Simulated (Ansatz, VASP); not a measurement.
**Two plane-wave programs on PbS**

```
Pb S
1.0
     0.00000   -3.00438   -3.00618
     0.00000    3.00438   -3.00618
    11.14828    0.00000    0.00000
Pb S
2 2
Direct
  0.74336 0.24336 0.63299
  0.24336 0.74336 0.38047
  0.23564 0.73564 0.62193
  0.73564 0.23564 0.39152
```

Alike in both runs: task single point; functional PBE; dispersion D3(BJ); k mesh 6 × 6 × 3; occupations gaussian, width 0.05 eV; no spin polarisation.

|  | VASP | Ansatz |
| --- | --- | --- |
| version | VASP 6.6.1 | Ansatz 0.2.0 |
| potentials or method | VASP PAW PBE potentials, release 64 (Pb_d, S), cutoff 500 eV | scalar-relativistic, plane waves, PAW |
| valence electrons in the cell | 40 | 40 |

|  | VASP | Ansatz | Ansatz less VASP |
| --- | --- | --- | --- |
| gap on the k mesh at the Fermi level (eV) | 2.07 | 2.07 | -0.002 |
| least direct gap on the mesh (eV) | 2.08 | 2.08 | -0.001 |
| rms of the force components (eV/Å) | 0.033 | 0.032 | -0.0010 |

Atom by atom the forces differ by 0.003 eV/Å (rms over components).

Spin-orbit coupling is off throughout.
